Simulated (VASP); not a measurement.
# Ag2ClF: single point with PBE

Crystal: Ag2ClF.

```
F Cl Ag
1.0
     1.97217    1.13863    5.81832
    -1.97217    1.13863    5.81832
     0.00000   -2.27727    5.81832
F Cl Ag
1 1 2
Direct
  0.00000 0.00000 0.00000
  0.50000 0.50000 0.50000
  0.26198 0.26198 0.26198
  0.73802 0.73802 0.73802
```

This cell differs from its parent crystal: volume changed by +6%.

```
Program             : VASP 6.6.1
Task                : single point
Functional          : PBE
Potentials or basis : VASP PAW PBE potentials, release 64 (F, Cl, Ag)
Cutoff              : 520 eV
k mesh              : 6 × 6 × 6
Occupations         : fermi-dirac, width 0.02 eV
Spin                : no spin polarisation
```

```
Pressure               : -2.8 GPa
Largest force          : 0.026 eV/Å
Band gap on the k mesh : 0.09 eV, direct
```

Forces in eV/Å, atoms in the order of the input:
```
F    0.000  0.000  0.000
Cl   0.000  0.000  0.000
Ag   0.000  0.000 -0.026
Ag   0.000  0.000  0.026
```

Stress tensor (GPa, compression positive):
```
-2.91  0.00  0.00
 0.00 -2.91  0.00
 0.00  0.00 -2.47
```

Levels at points of the mesh, in eV from the valence-band top:
```tsv
k point	band 14	band 15	band 16	band 17	band 18	band 19	band 20	band 21	band 22	band 23
(0.00, 0.00, 0.00)	-1.47	-1.47	-1.35	0.00	0.00	0.09	4.84	6.71	8.83	8.83
(0.50, 0.00, 0.00)	-1.41	-1.09	-1.03	-0.81	-0.43	3.46	5.04	6.68	7.43	8.19
(0.50, 0.50, 0.00)	-1.50	-1.41	-1.30	-0.18	-0.10	3.29	4.82	5.06	8.32	9.46
(0.50, 0.50, 0.50)	-1.60	-0.91	-0.91	-0.40	-0.40	2.00	2.95	9.19	9.89	9.89
```

It took 60 s on 1 thread of Intel(R) Xeon(R) 6975P-C (Granite Rapids) (shared host), peak memory 0.35 GiB.

 A k mesh can miss the band edges.
